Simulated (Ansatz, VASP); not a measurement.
## NaI in VASP and in Ansatz

POSCAR

```
NaI
1.0
    0.0000000000      3.1393080000      3.1878540000
    3.1393080000      0.0000000000      3.1878540000
    3.1393080000      3.1393080000      0.0000000000
Na I
1 1
Direct
    0.0000000000      0.0000000000      0.0000000000
    0.5000000000      0.5000000000      0.5000000000
```

INCAR.step1

```
SYSTEM = NaI
  ALGO = Normal
  EDIFF = 1E-4
  ENCUT = 520
  GGA = PE
  ISMEAR = 0
  LASPH = .TRUE.
  LCHARG = .FALSE.
  LREAL = .FALSE.
  LWAVE = .TRUE.
  NBANDS = 14
  NELM = 60
  PREC = Accurate
  SIGMA = 0.05
```

Contents of INCAR.step2:

```
SYSTEM = NaI
  ALGO = Normal
  EDIFF = 1E-6
  ENCUT = 520
  ISIF = 2
  ISMEAR = 0
  ISTART = 1
  LASPH = .TRUE.
  LCHARG = .FALSE.
  LMIXTAU = .TRUE.
  LREAL = .FALSE.
  LWAVE = .FALSE.
  METAGGA = R2SCAN
  NBANDS = 14
  NELM = 60
  PREC = Accurate
  SIGMA = 0.05
```

File KPOINTS:

```
k-points
0
G
  6 6 6
  0 0 0
```

Input for Ansatz:

```yaml
crystal:
  lattice:
    - [0.0, 3.139308, 3.187854]
    - [3.139308, 0.0, 3.187854]
    - [3.139308, 3.139308, 0.0]
  atoms:
    - { symbol: Na, position: [0.0, 0.0, 0.0] }
    - { symbol: I, position: [0.5, 0.5, 0.5] }
basis:
  ecutwfc: 500
kpoints:
  mp_grid: { grid: [6, 6, 6] }
hamiltonian:
  xc: r2scan
scf:
  occupations: { method: gaussian, width: 0.05 }
output:
  forces: true
  stress: true
  eigenvalues: true
  write_density: true
  write_potential: true
  elf: true
  volumetric_format: npy
```

Change from the starting cell: strain -0.030 along x and y, -0.015 along z, atoms carried along.

Alike in both runs: task single point; functional r2SCAN; k mesh 6 × 6 × 6; occupations gaussian, width 0.05 eV; no spin polarisation.

```csv
,VASP,Ansatz
version,VASP 6.6.1,Ansatz 0.2.0
potentials or method,"VASP PAW PBE potentials, release 64 (Na_pv, I), cutoff 520 eV","scalar-relativistic, plane waves, PAW"
valence electrons in the cell,14,26
```

|  | VASP | Ansatz | Ansatz less VASP |
| --- | --- | --- | --- |
| gap on the k mesh at the Fermi level (eV) | 4.68 | 4.67 | -0.009 |
| least direct gap on the mesh (eV) | 4.68 | 4.67 | -0.009 |
| pressure (GPa) | 1.4 | 1.4 | +0.07 |
| traceless stress, the component that is largest in VASP (GPa) | -0.39 | -0.40 | -0.007 |

VASP's potentials were made for PBE, not for r2SCAN. VASP's potentials hold 14 valence electrons a cell and Ansatz's 26, so a difference there can come from the potentials and not from the codes.

Neither program's run includes spin-orbit coupling.
